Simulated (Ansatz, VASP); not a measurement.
# One calculation of CdGa2, two programs

```xyz
6
Lattice="-3.3484 3.3484 2.7691 3.3484 -3.3484 2.7691 3.3484 3.3484 -2.7691" Properties=species:S:1:pos:R:3 pbc="T T T"
Cd    0.0000    0.0000    1.3846
Cd    0.0000    0.0000    4.1537
Ga    0.9148    4.2632    0.0000
Ga    2.4335    0.9148    0.0000
Ga    2.4335   -0.9148    2.7691
Ga    0.9148    2.4335    2.7691
```

Alike in both runs: functional r2SCAN; k mesh 4 × 4 × 4; occupations gaussian, width 0.1 eV; no spin polarisation.

Ansatz relaxed the structure, and its values are those at the end. VASP's run is a single point on that final structure, the one shown.

```csv
,VASP,Ansatz
version,VASP 6.6.1,Ansatz 0.2.0
potentials or method,"VASP PAW PBE potentials, release 64 (Cd, Ga_d), cutoff 520 eV","scalar-relativistic, plane waves, PAW"
valence electrons in the cell,76,92
```

VASP gave:

| Property | Result |
| --- | --- |
| gap on the k mesh at the Fermi level (eV) | none |
| pressure (GPa) | 0.3 |
| rms of the force components (eV/Å) | 0.012 |

What did Ansatz give for the same quantities?

gap on the k mesh at the Fermi level (eV): none; pressure (GPa): 0.1; rms of the force components (eV/Å): 0.013.

VASP's potentials were made for PBE, not for r2SCAN. A gap of «none» marks a metal or a gap that the smearing closes. VASP's potentials hold 76 valence electrons a cell and Ansatz's 92, so a difference there can come from the potentials and not from the codes.

The k mesh is coarse, so the values compare programs but aren't converged.
